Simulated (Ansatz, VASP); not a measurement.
## Os: VASP beside Ansatz

```
Os
1.0
    -0.09725    1.94500    1.94500
     1.94500   -0.09725    1.94500
     1.84775    1.84775    0.00000
Os
1
Direct
  0.00000 0.00000 0.00000
```

Change from the starting cell: strain -0.1000 x Voigt [0, 0, 0, 0, 0, 1], atoms carried along.

Alike in both runs: task single point; functional r2SCAN; k mesh 20 × 20 × 20; occupations gaussian, width 0.15 eV; no spin polarisation.

```csv
,VASP,Ansatz
version,VASP 6.6.1,Ansatz 0.2.0
potentials or method,"VASP PAW PBE potentials, release 64 (Os), cutoff 520 eV","scalar-relativistic, plane waves, PAW"
valence electrons in the cell,8,16
```

Ansatz gave:

```
gap on the k mesh at the Fermi level (eV)                     : none
pressure (GPa)                                                : -12.2
traceless stress, the component that is largest in VASP (GPa) : 28.98
```

Problem. Estimate VASP's values.

Solution. gap on the k mesh at the Fermi level (eV): none; pressure (GPa): -11.5; traceless stress, the component that is largest in VASP (GPa): 28.81.

VASP's potentials were made for PBE, not for r2SCAN. A gap of «none» marks a metal or a gap that the smearing closes. VASP's potentials hold 8 valence electrons a cell and Ansatz's 16, so a difference there can come from the potentials and not from the codes.

Spin-orbit coupling is off throughout.
